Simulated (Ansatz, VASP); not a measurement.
SnO2 in VASP and in Ansatz

Contents of POSCAR:

```
SnO2
1.0
    4.6633918332      0.0000000000      0.0000000000
    0.0000000000      4.6633918332      0.0000000000
    0.0000000000      0.0000000000      3.1347542351
Sn O
2 4
Direct
    0.0000000000      0.0000000000      0.0000000000
    0.5000000000      0.5000000000      0.5000000000
    0.3058781130      0.3058781130      0.0000000000
    0.1941218870      0.8058781130      0.5000000000
    0.8058781130      0.1941218870      0.5000000000
    0.6941218870      0.6941218870      0.0000000000
```

Contents of INCAR.step1:

```
  ALGO = Normal
  EDIFF = 1E-4
  ENCUT = 520
  GGA = PE
  ISMEAR = 0
  LASPH = True
  LCHARG = False
  LREAL = False
  LWAVE = True
  NBANDS = 35
  NELM = 80
  PREC = Accurate
  SIGMA = 0.01
```

The input INCAR.step2:

```
  ALGO = Normal
  EDIFF = 1E-6
  ENCUT = 520
  ISIF = 2
  ISMEAR = 0
  ISTART = 1
  LASPH = True
  LCHARG = False
  LMIXTAU = True
  LREAL = False
  LWAVE = False
  METAGGA = R2SCAN
  NBANDS = 35
  NELM = 80
  PREC = Accurate
  SIGMA = 0.01
```

File KPOINTS:

```
k-points
0
Gamma
  4 4 6
```

Input for Ansatz:

```yaml
crystal:
  lattice:
    - [4.6633918332, 0.0, 0.0]
    - [0.0, 4.6633918332, 0.0]
    - [0.0, 0.0, 3.1347542351]
  atoms:
    - { symbol: Sn, position: [0.0, 0.0, 0.0] }
    - { symbol: Sn, position: [0.5, 0.5, 0.5] }
    - { symbol: O, position: [0.305878113, 0.305878113, 0.0] }
    - { symbol: O, position: [0.194121887, 0.805878113, 0.5] }
    - { symbol: O, position: [0.805878113, 0.194121887, 0.5] }
    - { symbol: O, position: [0.694121887, 0.694121887, 0.0] }
kpoints:
  mp_grid: { grid: [4, 4, 6] }
hamiltonian:
  xc: r2scan
scf:
  occupations: { method: fixed }
  n_extra_bands: 5
output:
  forces: true
  stress: true
  eigenvalues: true
```

Alike in both runs: task single point; functional r2SCAN; k mesh 4 × 4 × 6; no spin polarisation.

|  | VASP | Ansatz |
| --- | --- | --- |
| version | VASP 6.6.1 | Ansatz 0.2.0 |
| potentials or method | VASP PAW PBE potentials, release 64 (Sn_d, O) | plane waves, PAW |
| plane-wave cutoff (eV) | 520 | 500 |
| occupations | gaussian, width 0.01 eV | fixed |
| valence electrons in the cell | 52 | 52 |

|  | VASP | Ansatz | Ansatz less VASP |
| --- | --- | --- | --- |
| gap on the k mesh at the Fermi level (eV) | 2.57 | 2.54 | -0.035 |
| pressure (GPa) | 16.9 | 15.5 | -1.43 |
| traceless stress, the component that is largest in VASP (GPa) | 3.33 | 2.87 | -0.457 |
| rms of the force components (eV/Å) | 0.126 | 0.111 | -0.0158 |

VASP's potentials were made for PBE, not for r2SCAN. Atom by atom the forces differ by 0.016 eV/Å (rms over components).
